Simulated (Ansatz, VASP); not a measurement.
**PbS: VASP beside Ansatz**

INCAR

```
ALGO = Normal
EDIFF = 1E-7
ENCUT = 520
GGA = PE
ISIF = 2
ISMEAR = 0
IVDW = 12
LASPH = T
LCHARG = T
LELF = T
LREAL = F
LVHAR = T
LWAVE = F
NBANDS = 17
NELM = 100
PREC = Accurate
SIGMA = 0.02
```

The input KPOINTS:

```
k-points
0
Gamma
  12 12 12
```

The input POSCAR:

```
PbS
1.0
    2.0975659386      1.2110302592      3.4279856227
   -2.0975659386      1.2110302592      3.4279856227
    0.0000000000     -2.4220605186      3.4279856226
Pb S
1 1
Direct
    0.9779892341      0.9779892341      0.9779892341
    0.4776120959      0.4776120959      0.4776120959
```

Input for Ansatz:

```yaml
crystal:
  lattice:
    - [2.0975659386, 1.2110302592, 3.4279856227]
    - [-2.0975659386, 1.2110302592, 3.4279856227]
    - [0.0, -2.4220605186, 3.4279856226]
  atoms:
    - { symbol: Pb, position: [0.9779892341, 0.9779892341, 0.9779892341] }
    - { symbol: S, position: [0.4776120959, 0.4776120959, 0.4776120959] }
basis:
  ecutwfc: 420
kpoints:
  mp_grid: { grid: [12, 12, 12] }
hamiltonian:
  xc: pbe
  dispersion: d3bj
scf:
  occupations: { method: gaussian, width: 0.02 }
output:
  forces: false
  stress: false
  eigenvalues: true
  eigenstates:
    kpoints:
      - [0.5, 0.5, 0.5]
      - [0.50667676, 0.49332324, 0.5]
      - [0.49332324, 0.50667676, 0.5]
      - [0.503854829, 0.503854829, 0.492290342]
      - [0.496145171, 0.496145171, 0.507709658]
      - [0.510911617, 0.510911617, 0.510911617]
      - [0.489088383, 0.489088383, 0.489088383]
      - [0.507446958, 0.498004594, 0.494548448]
      - [0.492553042, 0.501995406, 0.505451552]
      - [0.512436861, 0.502994496, 0.507715678]
      - [0.487563139, 0.497005504, 0.492284322]
      - [0.510441454, 0.510441454, 0.502264127]
      - [0.489558546, 0.489558546, 0.497735873]
      - [0.512380241, 0.504670583, 0.501848652]
      - [0.487619759, 0.495329417, 0.498151348]
      - [0.0, 0.0, 0.5]
      - [0.00667676, -0.00667676, 0.5]
      - [-0.00667676, 0.00667676, 0.5]
      - [0.003854829, 0.003854829, 0.492290342]
      - [-0.003854829, -0.003854829, 0.507709658]
      - [0.010911617, 0.010911617, 0.510911617]
      - [-0.010911617, -0.010911617, 0.489088383]
      - [0.007446958, -0.001995406, 0.494548448]
      - [-0.007446958, 0.001995406, 0.505451552]
      - [0.012436861, 0.002994496, 0.507715678]
      - [-0.012436861, -0.002994496, 0.492284322]
      - [0.010441454, 0.010441454, 0.502264127]
      - [-0.010441454, -0.010441454, 0.497735873]
      - [0.012380241, 0.004670583, 0.501848652]
      - [-0.012380241, -0.004670583, 0.498151348]
    e_range: [-1.857932, 1.857932]
checkpoint:
  read: start.run
  write: ck
  compress: false
  write_wavefunctions: false
  write_every: 100000
```

Alike in both runs: task single point; functional PBE; dispersion D3(BJ); k mesh 12 × 12 × 12; occupations gaussian, width 0.02 eV; no spin polarisation.

|  | VASP | Ansatz |
| --- | --- | --- |
| version | VASP 6.6.1 | Ansatz 0.2.0 |
| potentials or method | VASP PAW PBE potentials, release 64 (Pb_d, S), cutoff 520 eV | scalar-relativistic, plane waves, PAW |
| valence electrons in the cell | 20 | 20 |

Ansatz gave:

```
gap on the k mesh at the Fermi level (eV) : 0.36
least direct gap on the mesh (eV)         : 0.36
```

Q: Which values does VASP return?

A: gap on the k mesh at the Fermi level (eV): 0.37; least direct gap on the mesh (eV): 0.37.

Spin-orbit coupling is off throughout.
